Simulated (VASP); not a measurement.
A run of VASP 6.6.1:

Contents of INCAR:

```
SYSTEM = KPdO3
  PREC = Accurate
  ENCUT = 520
  EDIFF = 1E-7
  ISMEAR = 0
  SIGMA = 0.5
  LREAL = .FALSE.
  LASPH = .TRUE.
  NELM = 80
  ALGO = Normal
  ISIF = 2
  LWAVE = .FALSE.
  LCHARG = .TRUE.
  LELF = .TRUE.
  LVHAR = .TRUE.
  NBANDS = 26
```

The input KPOINTS:

```
regular mesh
0
G
  5 5 5
  0 0 0
```

File POSCAR:

```
KPdO3
1.0
    4.0700760000      0.0000000000      0.0000000000
    0.0000000000      4.0700760000      0.0000000000
    0.0000000000      0.0000000000      4.0700760000
K Pd O
1 1 3
Direct
    0.0000000000      0.0000000000      0.0000000000
    0.5000000000      0.5000000000      0.5000000000
    0.5000000000      0.5000000000      0.0000000000
    0.5000000000      0.0000000000      0.5000000000
    0.0000000000      0.5000000000      0.5000000000
```

Potentials or basis: VASP PAW LDA potentials, release 64 (K_sv, Pd, O).

Run with:

```console
$ cat potpaw_LDA.64/K_sv/POTCAR potpaw_LDA.64/Pd/POTCAR potpaw_LDA.64/O/POTCAR > POTCAR
$ mpirun -np 1 vasp_std > vasp.out
```

Hardware: 1 thread of Intel Xeon 8259CL, with other jobs on the host.

Estimate the wall time of this run.

Wall time 37 s on 1 thread of Intel Xeon 8259CL (shared host), peak memory 0.15 GiB. Counts: scf iterations 16, k points 10.
